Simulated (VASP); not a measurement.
# Ru6Cl in VASP: a series of runs

Ru6Cl is run at these levels: PBE; tasks: single point.

All numbers are computed with VASP 6.6.1; they aren't measurements. Logs are shortened: lines on timing, memory, paths and dates and some standing lists are left out, and cuts for length are marked.

## 1. The cell of the first run

The cell holds a slab with vacuum, 7 atoms: a = 2.720 Å, b = 4.297 Å, c = 20.838 Å, α = 90.00°, β = 90.00°, γ = 90.00°.

## 2. Single point, PBE

The input, INCAR:

```
PREC = Accurate ; ENCUT = 520
EDIFF = 1E-6 ; ISMEAR = 0
SIGMA = 0.1 ; LREAL = False
LASPH = True ; NELM = 60
ALGO = Normal ; ISIF = 2
LWAVE = False ; LCHARG = False
LDIPOL = True ; IDIPOL = 3
DIPOL = 0.5 0.5 0.352 ; GGA = PE
NBANDS = 54
```

The input, KPOINTS:

```
regular mesh
0
Gamma
  10 6 1
```

The input, POSCAR:

```
Ru6Cl
1.0
    2.7197977463      0.0000000000      0.0000000000
    0.0000000000      4.2966597637      0.0000000000
    0.0000000000      0.0000000000     20.8383397203
Ru Cl
6 1
Direct
    0.0000000000      0.7500000000      0.1919538722
    0.5000000000      0.2500000000      0.2296314412
    0.5000000000      0.7500000000      0.3049865789
    0.0000000000      0.2500000000      0.3407382299
    0.0000000000      0.7500000000      0.4168575065
    0.5000000000      0.2500000000      0.4481326174
    1.0000000000      0.7500000000      0.5299461709
```

Potentials or basis: VASP PAW PBE potentials, release 64 (Ru_pv, Cl).

Run with:

```sh
> cat potpaw_PBE.64/Ru_pv/POTCAR potpaw_PBE.64/Cl/POTCAR > POTCAR
> mpirun -np 1 vasp_std > vasp.out
```

OUTCAR:

```text
PREC = Accurate
   ENCUT = 520
   EDIFF = 1E-6
   ISMEAR = 0
   LREAL = False
   LASPH = True
   NELM = 60
   ISIF = 2
   GGA = PE

 ion  position               nearest neighbor table
   1  0.000  0.750  0.192-   2 2.66   2 2.66   2 2.66   2 2.66   3 2.72   3 2.72
   2  0.500  0.250  0.230-   3 2.66   3 2.66   1 2.66   1 2.66   1 2.66   1 2.66   4 2.69   4 2.69

   3  0.500  0.750  0.305-   4 2.65   4 2.65   4 2.65   4 2.65   2 2.66   2 2.66   5 2.70   5 2.70
                             1 2.72   1 2.72
   4  0.000  0.250  0.341-   6 2.62   6 2.62   3 2.65   3 2.65   3 2.65   3 2.65   5 2.67   5 2.67
                             2 2.69   2 2.69
   5  0.000  0.750  0.417-   7 2.36   6 2.62   6 2.62   6 2.62   6 2.62   4 2.67   4 2.67   3 2.70
                             3 2.70
   6  0.500  0.250  0.448-   4 2.62   4 2.62   5 2.62   5 2.62   5 2.62   5 2.62
   7  0.000  0.750  0.530-   5 2.36

  LATTYP: Found a simple orthorhombic cell.
 ALAT       =     2.7197977463
 B/A-ratio  =     1.5797717935
 C/A-ratio  =     7.6617240192

  Lattice vectors:

 A1 = (   2.7197977463,   0.0000000000,   0.0000000000)
 A2 = (   0.0000000000,   4.2966597637,   0.0000000000)
 A3 = (   0.0000000000,   0.0000000000,  20.8383397203)

Analysis of symmetry for initial positions (statically):
=====================================================================
 Subroutine PRICEL returns:
 Original cell was already a primitive cell.

 Routine SETGRP: Setting up the symmetry group for a
 simple orthorhombic supercell.

 Subroutine GETGRP returns: Found  4 space group operations
 (whereof  2 operations were pure point group operations)
 out of a pool of  8 trial point group operations.

The static configuration has the point symmetry C_1h.
 The point group associated with its full space group is C_2v.

Analysis of symmetry for dynamics (positions and initial velocities):
=====================================================================
 Subroutine PRICEL returns:
 Original cell was already a primitive cell.

 Routine SETGRP: Setting up the symmetry group for a
 simple orthorhombic supercell.

 Subroutine GETGRP returns: Found  4 space group operations
 (whereof  2 operations were pure point group operations)
 out of a pool of  8 trial point group operations.

The dynamic configuration has the point symmetry C_1h.
 The point group associated with its full space group is C_2v.

 Subroutine INISYM returns: Found  4 space group operations
 (whereof  2 operations are pure point group operations),
 and found     1 'primitive' translations
[... 115 lines left out ...]
   NELECT =      91.0000    total number of electrons
   NUPDOWN=      -1.0000    fix difference up-down
   EMIN   =  10.00;   EMAX   =-10.00  energy-range for DOS
   EFERMI =   0.00;   METHOD = LEGACY
   ISMEAR =     0;   SIGMA  =   0.10  broadening in eV -4-tet -1-fermi 0-gaus
   EFERMI_NEDOS =   21; number of points for ismear=-14 and -15
   IALGO  =     38    algorithm
   IMIX   =      4    mixing-type and parameters
     AMIX     =   0.40;   BMIX     =  1.00
     AMIX_MAG =   1.60;   BMIX_MAG =  1.00
  volume/ion in A,a.u.               =      34.79       234.76
  Fermi-wavevector in a.u.,A,eV,Ry     =   1.179175  2.228318 18.918283  1.390455
  Thomas-Fermi vector in A             =   2.315491
   LORBIT       =      0    0 simple, 1 ext, 2 COOP (PROOUT), +10 PAW based schemes
   GGA     = PE    functional components
   LHFCALC =     F    Hartree Fock is set to
   AEXX    =    0.0000 exact exchange contribution
   IVDW    =     0    specifies the selected vdW correction
   LEPSILON=     F    determine dielectric tensor
   LRPA    =     F    only Hartree local field effects (RPA)
 non-spin polarized calculation
 Gauss-broadening in eV      SIGMA  =   0.10
  energy-cutoff  :      520.00
  volume of cell :      243.52
 maximum number of plane-waves:      6614
   NGX = 11   NGY = 15   NGZ = 77

 dipolmoment           0.000000      0.000000     -0.000786 electrons x Angstroem

 number of electron      91.0000042 magnetization

 dipolmoment           0.000000      0.000000      0.023405 electrons x Angstroem

 Free energy of the ion-electron system (eV)
  ---------------------------------------------------
  ext. energy  EPLUGINS =         0.00000000
  ---------------------------------------------------
  free energy    TOTEN  =       -53.98972965 eV

  energy without entropy =      -53.95018265  energy(sigma->0) =      -53.96995615

 E-fermi :   1.8347     XC(G=0):  -6.3267

 val. band max:        1.8307701433   @ k =   0.3000   0.0000   0.0000
 cond. band min:       1.8402542203   @ k =   0.3000   0.1667   0.0000
 fundamental gap:      0.0094840769
 Fermi energy:         1.8346583799

 k-point     1 :       0.0000    0.0000    0.0000
  band No.  band energies     occupation
      1     -41.8211      2.00000
      2     -41.6047      2.00000
      3     -41.5192      2.00000
      4     -41.4132      2.00000
      5     -41.2906      2.00000
      6     -41.2201      2.00000
[... 1357 lines left out ...]
     53       5.1736      0.00000
     54       5.4026      0.00000

------------------------ aborting loop because EDIFF is reached ----------------------------------------

 vacuum level on the upper side and lower side of the slab       (xc-potential included)         0.171        -0.181

  FORCE on cell =-STRESS in cart. coord.  units (eV):
  Direction    XX          YY          ZZ          XY          YZ          ZX
  --------------------------------------------------------------------------------------
  -------------------------------------------------------------------------------------
  Total        0.7613070     -2.8160341     -0.2864459      0.0000000      0.0000000      0.0000000
  in kB        5.0088697    -18.5275416     -1.8846144      0.0000000      0.0000000      0.0000000
  external PRESSURE =      -5.1344288 kB  Pullay stress =       0.0000000 kB

 VOLUME and BASIS-vectors are now :
 -----------------------------------------------------------------------------
  energy-cutoff  :      520.00
  volume of cell :      243.52
      direct lattice vectors                 reciprocal lattice vectors
     2.719797746  0.000000000  0.000000000     0.367674398  0.000000000  0.000000000
     0.000000000  4.296659764  0.000000000     0.000000000  0.232738931  0.000000000
     0.000000000  0.000000000 20.838339720     0.000000000  0.000000000  0.047988468

 POSITION                                       TOTAL-FORCE (eV/Angst)
 -----------------------------------------------------------------------------------
      0.00000      3.22249      4.00000         0.000000      0.000000      0.720718
      1.35990      1.07416      4.78514         0.000000      0.000000     -0.574108
      1.35990      3.22249      6.35541         0.000000      0.000000     -0.168453
      0.00000      1.07416      7.10042         0.000000      0.000000     -0.121323
      0.00000      3.22249      8.68662         0.000000      0.000000     -0.430920
      1.35990      1.07416      9.33834         0.000000      0.000000      0.586981
      0.00000      3.22249     11.04320         0.000000      0.000000     -0.012895
 -----------------------------------------------------------------------------------
    total drift:                               -0.000000      0.000000      0.000133

  FREE ENERGIE OF THE ION-ELECTRON SYSTEM (eV)
  ---------------------------------------------------
  free  energy   TOTEN  =       -53.9897296458 eV

  energy  without entropy=      -53.9501826536  energy(sigma->0) =      -53.96995615

 vacuum level on the upper side and lower side of the slab         6.937         6.575
```

It took 5.5 min on 1 thread of Intel Xeon 6975P-C (Granite Rapids), shared host; peak memory 0.44 GiB.

Results:

| Item | Value |
| --- | --- |
| Free energy | -53.9897 eV |
| Largest force | 0.721 eV/Å |
| Band gap on the k mesh | zero (an odd number of electrons rules out a gap without spin polarisation) |

Forces on the atoms (eV/Å):
```
Ru   0.000  0.000  0.721
Ru   0.000  0.000 -0.574
Ru   0.000  0.000 -0.168
Ru   0.000  0.000 -0.121
Ru   0.000  0.000 -0.431
Ru   0.000  0.000  0.587
Cl   0.000  0.000 -0.013
```

Caveat: an odd number of electrons without spin polarisation forces a metal; a magnetic or distorted state may lie lower.

## 3. Single point, PBE

The input, INCAR:

```
ALGO = Normal
DIPOL = 0.5 0.5 0.354
EDIFF = 1E-6
ENCUT = 520
GGA = PE
IDIPOL = 3
ISIF = 2
ISMEAR = 0
LASPH = True
LCHARG = False
LDIPOL = True
LREAL = False
LWAVE = False
NBANDS = 54
NELM = 60
PREC = Accurate
SIGMA = 0.1
```

The input, KPOINTS:

```
k-points
0
Gamma
  10 6 1
```

POSCAR: that of step 2 with these lines changed.

```diff
@@ -14,2 +14,2 @@
     0.5000000000      0.2500000000      0.4481326174
-    1.0000000000      0.7500000000      0.5299461709
+    1.0000000000      0.2500000000      0.5439144038
```

Potentials or basis: VASP PAW PBE potentials, release 64 (Ru_pv, Cl).

Run with:

```sh
> cat potpaw_PBE.64/Ru_pv/POTCAR potpaw_PBE.64/Cl/POTCAR > POTCAR
> mpirun -np 1 vasp_std > vasp.out
```

It took 5.6 min on 1 thread of Intel Xeon 6975P-C (Granite Rapids), shared host; peak memory 0.44 GiB.

The run converged. Its results:

- Free energy: -54.2568 eV
- Largest force: 1.287 eV/Å
- Band gap on the k mesh: zero (an odd number of electrons rules out a gap without spin polarisation)

Forces in eV/Å, atoms in the order of the input:
```
Ru   0.000  0.000  1.010
Ru   0.000  0.000 -0.808
Ru   0.000  0.000 -0.018
Ru   0.000  0.000 -0.686
Ru   0.000  0.000 -0.777
Ru   0.000  0.000  1.287
Cl   0.000  0.000 -0.007
```

Levels at points of the mesh, in eV from the Fermi level:
```
           k point  band 43  band 44  band 45  band 46  band 47  band 48  band 49  band 50
(0.00, 0.00, 0.00)    -1.23    -1.19    -0.87    -0.60    -0.31    -0.21     0.30     1.07
(0.50, 0.00, 0.00)    -0.09     0.05     0.16     0.83     1.14     1.16     1.32     1.59
(0.00, 0.50, 0.00)    -0.82    -0.72    -0.23     0.00     0.37     0.40     0.42     0.62
(0.50, 0.50, 0.00)    -0.10     0.52     0.61     0.61     1.06     1.26     1.36     1.38
```

Caveat: an odd number of electrons without spin polarisation forces a metal; a magnetic or distorted state may lie lower.

The gap in the log of VASP goes by the Fermi energy; the results here count the filled bands.